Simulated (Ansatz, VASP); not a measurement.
# PtS2 in VASP and in Ansatz

The input INCAR:

```
SYSTEM = PtS2
PREC = Accurate
ENCUT = 520
EDIFF = 1E-6
ISMEAR = 0
SIGMA = 0.02
LREAL = .FALSE.
LASPH = .TRUE.
NELM = 100
ALGO = Normal
ISIF = 2
LWAVE = .FALSE.
LCHARG = .FALSE.
LDIPOL = .TRUE.
IDIPOL = 3
DIPOL = 0.5 0.5 0.500
GGA = PE
IVDW = 12
NBANDS = 18
```

The input KPOINTS:

```
regular mesh
0
G
  9 9 1
  0 0 0
```

POSCAR

```
PtS2
1.0
    3.5890000000      0.0000000000      0.0000000000
   -1.7945000000      3.1081651742      0.0000000000
    0.0000000000      0.0000000000     30.8254864268
S Pt
2 1
Direct
    0.6666666667      0.3333333333      0.4604061398
    0.3333333333      0.6666666667      0.5395938602
    0.0000000000      0.0000000000      0.5000000000
```

Input for Ansatz:

```yaml
crystal:
  lattice:
    - [3.589, 0.0, 0.0]
    - [-1.7945, 3.1081651742, 0.0]
    - [0.0, 0.0, 30.8254864268]
  atoms:
    - { symbol: S, position: [0.6666666667, 0.3333333333, 0.4604061398] }
    - { symbol: Pt, position: [0.0, 0.0, 0.5] }
    - { symbol: S, position: [0.3333333333, 0.6666666667, 0.5395938602] }
  periodic: [true, true, false]
basis:
  ecutwfc: 420
kpoints:
  mp_grid: { grid: [9, 9, 1] }
hamiltonian:
  xc: pbe
  dispersion: d3bj
scf:
  occupations: { method: gaussian, width: 0.02 }
output:
  forces: true
  stress: true
  eigenvalues: true
```

Alike in both runs: task single point; functional PBE; dispersion D3(BJ); k mesh 9 × 9 × 1; occupations gaussian, width 0.02 eV; no spin polarisation.

```csv
,VASP,Ansatz
version,VASP 6.6.1,Ansatz 0.2.0
potentials or method,"VASP PAW PBE potentials, release 64 (S, Pt), cutoff 520 eV","scalar-relativistic, plane waves, PAW"
valence electrons in the cell,22,30
```

|  | VASP | Ansatz | Ansatz less VASP |
| --- | --- | --- | --- |
| gap on the k mesh at the Fermi level (eV) | 1.81 | 1.80 | -0.002 |
| least direct gap on the mesh (eV) | 1.86 | 1.86 | -0.003 |
| rms of the force components (eV/Å) | 0.048 | 0.031 | -0.0172 |

VASP's potentials hold 22 valence electrons a cell and Ansatz's 30, so a difference there can come from the potentials and not from the codes.

Neither program's run includes spin-orbit coupling.
